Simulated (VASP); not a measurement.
# PtSe2 (P-3m1) in VASP: notebook

PtSe2 is run at these levels: PBEsol; tasks: single point, relaxation of cell and atoms.

Program: VASP 6.6.1. These are calculated values, not measurements. Logs are shortened: lines on timing, memory, paths and dates and some standing lists are left out, and cuts for length are marked.

## Step 1: The cell of the first run

It takes space group P-3m1 (No. 164, trigonal). The conventional cell has a = 3.758 Å, b = 3.758 Å, c = 4.856 Å, α = 90.00°, β = 90.00°, γ = 120.00°. Pt (site symmetry -3m) has 6 Se at 2.52 Å within 3.3 Å. Within 3.4 Å of Se (site symmetry 3m) lie 3 Pt at 2.52 Å and 6 Se at 3.17 to 3.34 Å.

## Step 2: Single point, PBEsol

The input, INCAR:

```
ALGO = Normal ; EDIFF = 1E-6
ENCUT = 520 ; GGA = PS
ISIF = 2 ; ISMEAR = -1
LASPH = True ; LCHARG = False
LREAL = False ; LWAVE = False
NBANDS = 18 ; NELM = 60
PREC = Accurate ; SIGMA = 0.05
```

The input, KPOINTS:

```
k-points
0
Gamma
  8 8 5
```

The input, POSCAR:

```
PtSe2
1.0
    3.7579099131      0.0000000000      0.0000000000
   -1.8789549566      3.2544454499      0.0000000000
    0.0000000000      0.0000000000      4.8558935532
Pt Se
1 2
Direct
    0.0000000000      0.0000000000      0.0000000000
    0.6666666667      0.3333333333      0.7380199480
    0.3333333333      0.6666666667      0.2619800520
```

Potentials or basis: VASP PAW PBE potentials, release 64 (Pt, Se).

Launch:

```bash
$ cat potpaw_PBE.64/Pt/POTCAR potpaw_PBE.64/Se/POTCAR > POTCAR
$ mpirun -np 1 vasp_std > vasp.out
```

OUTCAR:

```text
EDIFF = 1E-6
   ENCUT = 520
   GGA = PS
   ISIF = 2
   ISMEAR = -1
   LASPH = True
   LREAL = False
   NELM = 60
   PREC = Accurate

 ion  position               nearest neighbor table
   1  0.000  0.000  0.000-   2 2.52   3 2.52   2 2.52   3 2.52   2 2.52   3 2.52
   2  0.667  0.333  0.738-   1 2.52   1 2.52   1 2.52
   3  0.333  0.667  0.262-   1 2.52   1 2.52   1 2.52

  LATTYP: Found a hexagonal cell.
 ALAT       =     3.7579099131
 C/A-ratio  =     1.2921793405

  Lattice vectors:

 A1 = (   3.7579099131,   0.0000000000,   0.0000000000)
 A2 = (  -1.8789549566,   3.2544454499,   0.0000000000)
 A3 = (   0.0000000000,   0.0000000000,   4.8558935532)

Analysis of symmetry for initial positions (statically):
=====================================================================
 Subroutine PRICEL returns:
 Original cell was already a primitive cell.

 Routine SETGRP: Setting up the symmetry group for a
 hexagonal supercell.

 Subroutine GETGRP returns: Found 12 space group operations
 (whereof 12 operations were pure point group operations)
 out of a pool of 24 trial point group operations.

The static configuration has the point symmetry D_3d.

Analysis of symmetry for dynamics (positions and initial velocities):
=====================================================================
 Subroutine PRICEL returns:
 Original cell was already a primitive cell.

 Routine SETGRP: Setting up the symmetry group for a
 hexagonal supercell.

 Subroutine GETGRP returns: Found 12 space group operations
 (whereof 12 operations were pure point group operations)
 out of a pool of 24 trial point group operations.

The dynamic configuration has the point symmetry D_3d.

 Subroutine INISYM returns: Found 12 space group operations
 (whereof 12 operations are pure point group operations),
 and found     1 'primitive' translations

----------------------------------------------------------------------------------------

                                     Primitive cell

  volume of cell :      59.3872

  direct lattice vectors                    reciprocal lattice vectors
     3.757909913  0.000000000  0.000000000     0.266105368  0.153636006  0.000000000
    -1.878954957  3.254445450  0.000000000     0.000000000  0.307272012  0.000000000
     0.000000000  0.000000000  4.855893553     0.000000000  0.000000000  0.205935321

  length of vectors
     3.757909913  3.757909913  4.855893553     0.307272012  0.307272012  0.205935321

  position of ions in fractional coordinates (direct lattice)
     0.000000000  0.000000000  0.000000000
[... 73 lines left out ...]
   ICHARG =      2    charge: 1-file 2-atom 10-const
   ISPIN  =      1    spin polarized calculation?
   LNONCOLLINEAR =      F non collinear calculations
   LSORBIT =      F    spin-orbit coupling
   LASPH  =      T    aspherical Exc in radial PAW
   ENCUT  =  520.0 eV  38.22 Ry    6.18 a.u.   6.99  6.99  9.03*2*pi/ulx,y,z
   NELM   =     60;   NELMIN=  2; NELMDL= -5     # of ELM steps
   EDIFF  = 0.1E-05   stopping-criterion for ELM
   LREAL  =      F    real-space projection
[... 7 lines left out ...]
   TEBEG  =    0.0;   TEEND  =   0.0 temperature during run
   PSTRESS=    0.0 pullay stress
   NELECT =      22.0000    total number of electrons
   NUPDOWN=      -1.0000    fix difference up-down
   EMIN   =  10.00;   EMAX   =-10.00  energy-range for DOS
   EFERMI =   0.00;   METHOD = LEGACY
   ISMEAR =    -1;   SIGMA  =   0.05  broadening in eV -4-tet -1-fermi 0-gaus
   EFERMI_NEDOS =   21; number of points for ismear=-14 and -15
   IALGO  =     38    algorithm
   IMIX   =      4    mixing-type and parameters
     AMIX     =   0.40;   BMIX     =  1.00
     AMIX_MAG =   1.60;   BMIX_MAG =  1.00
  volume/ion in A,a.u.               =      19.80       133.59
  Fermi-wavevector in a.u.,A,eV,Ry     =   1.175759  2.221862 18.808811  1.382409
  Thomas-Fermi vector in A             =   2.312134
   LORBIT       =      0    0 simple, 1 ext, 2 COOP (PROOUT), +10 PAW based schemes
   GGA     = PS    functional components
   LHFCALC =     F    Hartree Fock is set to
   AEXX    =    0.0000 exact exchange contribution
   IVDW    =     0    specifies the selected vdW correction
   LEPSILON=     F    determine dielectric tensor
   LRPA    =     F    only Hartree local field effects (RPA)
 non-spin polarized calculation
  energy-cutoff  :      520.00
  volume of cell :       59.39
 maximum number of plane-waves:      1612
   NGX = 13   NGY = 13   NGZ = 19

 number of electron      21.9999996 magnetization

 Free energy of the ion-electron system (eV)
  ---------------------------------------------------
  ext. energy  EPLUGINS =         0.00000000
  ---------------------------------------------------
  free energy    TOTEN  =       -15.91199089 eV

  energy without entropy =      -15.90767154  energy(sigma->0) =      -15.90983121

 E-fermi :   6.6365     XC(G=0): -10.9778

 val. band max:        6.5792142417   @ k =   0.3750   0.2500   0.0000
 cond. band min:       6.7253979195   @ k =  -0.1250   0.3750   0.2000
 fundamental gap:      0.1461836779
 Fermi energy:         6.6365297205

 k-point     1 :       0.0000    0.0000    0.0000
  band No.  band energies     occupation
      1      -9.1309      2.00000
      2      -6.0384      2.00000
      3      -0.6006      2.00000
      4       0.2609      2.00000
      5       0.2609      2.00000
      6       2.7401      2.00000
[... 481 lines left out ...]
      5       0.8664      2.00000
      6       1.7479      2.00000
[... 10 lines left out ...]
     17      14.7383      0.00000
     18      15.6983      0.00000

 [... further k-points ...]

------------------------ aborting loop because EDIFF is reached ----------------------------------------

  FORCE on cell =-STRESS in cart. coord.  units (eV):
  Direction    XX          YY          ZZ          XY          YZ          ZX
  --------------------------------------------------------------------------------------
  -------------------------------------------------------------------------------------
  Total        0.0249881      0.0249881      0.0103657     -0.0000000      0.0000000      0.0000000
  in kB        0.6741425      0.6741425      0.2796516     -0.0000000      0.0000000      0.0000000
  external PRESSURE =       0.5426455 kB  Pullay stress =       0.0000000 kB

 VOLUME and BASIS-vectors are now :
 -----------------------------------------------------------------------------
  energy-cutoff  :      520.00
  volume of cell :       59.39
      direct lattice vectors                 reciprocal lattice vectors
     3.757909913  0.000000000  0.000000000     0.266105368  0.153636006  0.000000000
    -1.878954957  3.254445450  0.000000000     0.000000000  0.307272012  0.000000000
     0.000000000  0.000000000  4.855893553     0.000000000  0.000000000  0.205935321

 POSITION                                       TOTAL-FORCE (eV/Angst)
 -----------------------------------------------------------------------------------
      0.00000      0.00000      0.00000         0.000000      0.000000      0.000000
      1.87895      1.08482      3.58375        -0.000000     -0.000000     -0.017906
     -0.00000      2.16963      1.27215        -0.000000      0.000000      0.017906
 -----------------------------------------------------------------------------------
    total drift:                                0.000000      0.000000      0.000000

  FREE ENERGIE OF THE ION-ELECTRON SYSTEM (eV)
  ---------------------------------------------------
  free  energy   TOTEN  =       -15.9119908896 eV

  energy  without entropy=      -15.9076715399  energy(sigma->0) =      -15.90983121
```

OSZICAR:

```text
N       E                     dE             d eps       ncg     rms          rms(c)
DAV:   1     0.104141478312E+03    0.10414E+03   -0.99422E+03  1464   0.107E+03
DAV:   2    -0.117764714386E+02   -0.11592E+03   -0.11248E+03  1756   0.210E+02
DAV:   3    -0.166986215604E+02   -0.49222E+01   -0.48765E+01  1750   0.425E+01
DAV:   4    -0.167351325706E+02   -0.36511E-01   -0.36494E-01  1740   0.399E+00
DAV:   5    -0.167354834356E+02   -0.35087E-03   -0.35086E-03  1790   0.386E-01    0.127E+01
DAV:   6    -0.161600717237E+02    0.57541E+00   -0.44542E+00  1490   0.186E+01    0.776E+00
DAV:   7    -0.159381569629E+02    0.22191E+00   -0.85299E-01  1476   0.890E+00    0.384E+00
DAV:   8    -0.159148114352E+02    0.23346E-01   -0.55503E-02  1580   0.157E+00    0.808E-01
DAV:   9    -0.159119828153E+02    0.28286E-02   -0.67118E-03  1570   0.756E-01    0.193E-01
DAV:  10    -0.159119938001E+02   -0.10985E-04   -0.11662E-03  1626   0.202E-01    0.349E-02
DAV:  11    -0.159119912986E+02    0.25015E-05   -0.44339E-05  1704   0.469E-02    0.252E-02
DAV:  12    -0.159119908896E+02    0.40898E-06   -0.35440E-06  1632   0.112E-02
   1 F= -.15911991E+02 E0= -.15909831E+02  d E =-.431935E-02
```

stdout:

```text
POSCAR found type information on POSCAR PtSe
 POSCAR found :  2 types and       3 ions
 scaLAPACK will be used
 -----------------------------------------------------------------------------
|                                                                             |
|                                                                             |
|     You enforced a specific xc type in the INCAR file but a different       |
|     I HOPE YOU KNOW WHAT YOU ARE DOING!                                     |
|                                                                             |
 -----------------------------------------------------------------------------

 LDA part: xc-table for (Slater+PW92), standard interpolation
 POSCAR, INCAR and KPOINTS ok, starting setup
 FFT: planning ... GRIDC
 FFT: planning ... GRID_SOFT
 FFT: planning ... GRID
 WAVECAR not read
 entering main loop
```

Run time: 20 s. Hardware: 1 thread of Intel Xeon 6975P-C (Granite Rapids), shared host; peak memory 0.2 GiB.

What came out:

* Free energy: -15.9120 eV
* Pressure: 0.1 GPa
* Largest force: 0.018 eV/Å
* Band gap on the k mesh: zero (bands 11 and 12 overlap by 0.77 eV)

Forces in eV/Å, atoms in the order of the input:
```
Pt   0.000  0.000  0.000
Se   0.000  0.000 -0.018
Se   0.000  0.000  0.018
```

Caveat: the PAW data sets were made with another functional, which shifts forces and pressure a little; spin-orbit coupling is left out, which moves the levels of the heavy elements.

## Step 3: Relaxation of cell and atoms, PBEsol

This run uses another cell than the first one, of 20.27 Å³/atom.

The input, INCAR:

```
SYSTEM = PtSe2
PREC = Accurate
ENCUT = 600
EDIFF = 1E-7
ISMEAR = -1
SIGMA = 0.05
LREAL = .False.
LASPH = .True.
NELM = 80
ALGO = Normal
ISIF = 3
LWAVE = .False.
LCHARG = .False.
GGA = PS
IBRION = 2
NSW = 80
EDIFFG = -0.005
```

The input, KPOINTS:

```
Automatic mesh
0
Gamma
  8 8 5
  0 0 0
```

The input, POSCAR:

```
PtSe2
1.0
    3.7240000000      0.0000000000      0.0000000000
   -1.8620000000      3.2250786037      0.0000000000
    0.0000000000      0.0000000000      5.0620000000
Pt Se
1 2
Direct
    0.0000000000      0.0000000000      0.0000000000
    0.6666666667      0.3333333333      0.7500000000
    0.3333333333      0.6666666667      0.2500000000
```

Potentials or basis: VASP PAW PBE potentials, release 64 (Pt, Se).

Launch:

```bash
$ cat potpaw_PBE.64/Pt/POTCAR potpaw_PBE.64/Se/POTCAR > POTCAR
$ mpirun -np 1 vasp_std > vasp.out
```

Wall time 3.6 min (1 thread of Intel Xeon 6975P-C (Granite Rapids), shared host); peak memory 0.23 GiB.

The run converged. Its results:

- Free energy: -15.9122 eV
- Relaxed volume: 19.77 Å³/atom
- Relaxed cell: a = 3.758 Å, b = 3.758 Å, c = 4.848 Å, α = 90.00°, β = 90.00°, γ = 120.00°
- Space group after relaxing (to 0.1 Å): P-3m1 (No. 164)
- Energy gained by relaxing: 7.9 meV/atom
- Ionic steps: 12
- Pressure after relaxing: 0.0 GPa
- Largest force after relaxing: 0.004 eV/Å
- Band gap on the k mesh: zero (bands 11 and 12 overlap by 0.79 eV)

Forces in eV/Å, atoms in the order of the input:
```
Pt   0.000  0.000  0.000
Se   0.000  0.000  0.004
Se   0.000  0.000 -0.004
```

Step by step:
```tsv
step	energy change (eV)	largest force (eV/Å)	pressure (GPa)	volume (Å³)
1	0.0000	0.3560	2.23	60.80
2	0.0150	0.2829	-4.06	63.32
3	-0.0092	0.0997	-0.32	61.74
4	-0.0112	0.0936	-0.31	61.53
5	-0.0165	0.0707	-0.24	60.90
6	-0.0231	0.0007	0.05	59.64
7	-0.0233	0.0342	0.20	59.18
8	-0.0234	0.0227	0.15	59.32
9	-0.0227	0.0716	-0.84	59.58
10	-0.0237	0.0396	-0.18	59.41
11	-0.0232	0.0676	0.40	59.12
12	-0.0238	0.0037	0.02	59.31
```

Final structure:
```yaml
crystal:
  lattice:
    - [3.75850, 0.00000, 0.00000]
    - [-1.87925, 3.25495, 0.00000]
    - [0.00000, 0.00000, 4.84805]
  atoms:
    - { symbol: Pt, position: [0.00000, 0.00000, 0.00000] }
    - { symbol: Se, position: [0.66667, 0.33333, 0.73738] }
    - { symbol: Se, position: [0.33333, 0.66667, 0.26262] }
```

Levels at points of the mesh, in eV from the Fermi level:
| k point | band 7 | band 8 | band 9 | band 10 | band 11 | band 12 | band 13 | band 14 | band 15 |
| --- | --- | --- | --- | --- | --- | --- | --- | --- | --- |
| (0.00, 0.00, 0.00) | -3.89 | -2.52 | -1.05 | -1.05 | 0.73 | 1.12 | 1.12 | 3.21 | 4.02 |
| (0.50, 0.00, 0.00) | -3.85 | -3.75 | -3.40 | -3.34 | -2.97 | 0.48 | 2.47 | 4.91 | 5.95 |

Caveat: the PAW data sets were made with another functional, which shifts forces and pressure a little; spin-orbit coupling is left out, which moves the levels of the heavy elements.

[end of part 1 of 2]

The gap in the log of VASP goes by the Fermi energy; the results here count the filled bands.